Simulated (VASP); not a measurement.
A run of VASP 6.6.1 is set up as follows.

Contents of POSCAR:

```
Pb
1.0
    3.2134604170      0.0000000000      0.0000000000
    0.0000000000      3.2134604170      0.0000000000
    0.0000000000      0.0000000000      3.2134604170
Pb
1
Direct
    0.5000000000      0.5000000000      0.5000000000
```

Contents of INCAR.step1:

```
ALGO = Normal
EDIFF = 1E-4
ENCUT = 520
GGA = PE
ISMEAR = 0
LASPH = T
LCHARG = F
LREAL = F
LWAVE = T
NBANDS = 13
NELM = 60
PREC = Accurate
SIGMA = 0.1
```

The input INCAR.step2:

```
ALGO = Normal
EDIFF = 1E-7
ENCUT = 520
ISIF = 2
ISMEAR = 0
ISTART = 1
LASPH = T
LCHARG = T
LELF = T
LMIXTAU = T
LREAL = F
LVHAR = T
LWAVE = F
METAGGA = R2SCAN
NBANDS = 13
NELM = 60
PREC = Accurate
SIGMA = 0.1
```

File KPOINTS:

```
k-points
0
Gamma
  18 18 18
```

Potentials or basis: VASP PAW PBE potentials, release 64 (Pb_d).

Launch:

```bash
$ cat potpaw_PBE.64/Pb_d/POTCAR > POTCAR
$ cp INCAR.step1 INCAR
$ mpirun -np 1 vasp_std > vasp.out
$ cp INCAR.step2 INCAR
$ mpirun -np 1 vasp_std > vasp.out
```

(1) What does it give for the band gap on the k mesh?

(2) What does it give for the pressure?

## Answers

(1) zero (band 7 reaches 11.22 eV, above the bottom of band 8 at 4.02 eV).

(2) 0.0 GPa.

Caveat: the PAW data sets were made with another functional, which shifts forces and pressure a little; spin-orbit coupling is left out, which moves the levels of the heavy elements.
